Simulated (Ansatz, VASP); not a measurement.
# Ga2O3 in VASP and in Ansatz

File INCAR:

```
SYSTEM = Ga2O3
ALGO = Normal
EDIFF = 1E-6
EDIFFG = -0.01
ENCUT = 600
GGA = PE
IBRION = 2
ISIF = 3
ISMEAR = 0
LASPH = .TRUE.
LCHARG = .FALSE.
LREAL = .FALSE.
LWAVE = .FALSE.
NELM = 60
NSW = 100
PREC = Accurate
SIGMA = 0.02
```

File KPOINTS:

```
k-points
0
G
  12 12 12
  0 0 0
```

POSCAR

```
Ga2O3
1.0
   -1.4681776538      1.9653680720      4.6394336288
    1.4681776538     -1.9653680720      4.6394336288
    1.4681776538      1.9653680720     -4.6394336288
Ga O
2 3
Direct
    0.6543938291      0.6543938291      0.0000000000
    0.3456061709      0.3456061709      0.0000000000
    0.5000000000      0.0000000000      0.5000000000
    0.1988760114      0.6988760114      0.5000000000
    0.8011239886      0.3011239886      0.5000000000
```

Input for Ansatz:

```yaml
crystal:
  lattice:
    - [-1.4681776538, 1.965368072, 4.6394336288]
    - [1.4681776538, -1.965368072, 4.6394336288]
    - [1.4681776538, 1.965368072, -4.6394336288]
  atoms:
    - { symbol: Ga, position: [0.6543938291, 0.6543938291, 0.0] }
    - { symbol: Ga, position: [0.3456061709, 0.3456061709, 0.0] }
    - { symbol: O, position: [0.5, 0.0, 0.5] }
    - { symbol: O, position: [0.1988760114, 0.6988760114, 0.5] }
    - { symbol: O, position: [0.8011239886, 0.3011239886, 0.5] }
basis:
  ecutwfc: 420
kpoints:
  mp_grid: { grid: [12, 12, 12] }
hamiltonian:
  xc: pbe
scf:
  occupations: { method: gaussian, width: 0.02 }
output:
  forces: true
  stress: true
  eigenvalues: true
  write_density: true
  write_potential: true
  elf: true
  volumetric_format: npy
relax:
  adjacent_minimum: "off"
  f_tol: 0.01
  max_steps: 80
  cell: { stress_tol: 0.05 }
```

Alike in both runs: task relaxation of cell and atoms; functional PBE; k mesh 12 × 12 × 12; occupations gaussian, width 0.02 eV; no spin polarisation.

|  | VASP | Ansatz |
| --- | --- | --- |
| version | VASP 6.6.1 | Ansatz 0.2.0 |
| potentials or method | VASP PAW PBE potentials, release 64 (Ga_d, O), cutoff 600 eV | scalar-relativistic, plane waves, PAW |
| valence electrons in the cell | 44 | 44 |

VASP gave:

- gap on the k mesh at the Fermi level, each at its own relaxed structure (eV): 2.02
- relaxed volume (Å³/atom): 10.75
- relaxed length of the cell vector where the two differ most in proportion (Å): 5.256

What did Ansatz give for the same quantities?

gap on the k mesh at the Fermi level, each at its own relaxed structure (eV): 2.08; relaxed volume (Å³/atom): 10.71; relaxed length of the cell vector where the two differ most in proportion (Å): 5.250.
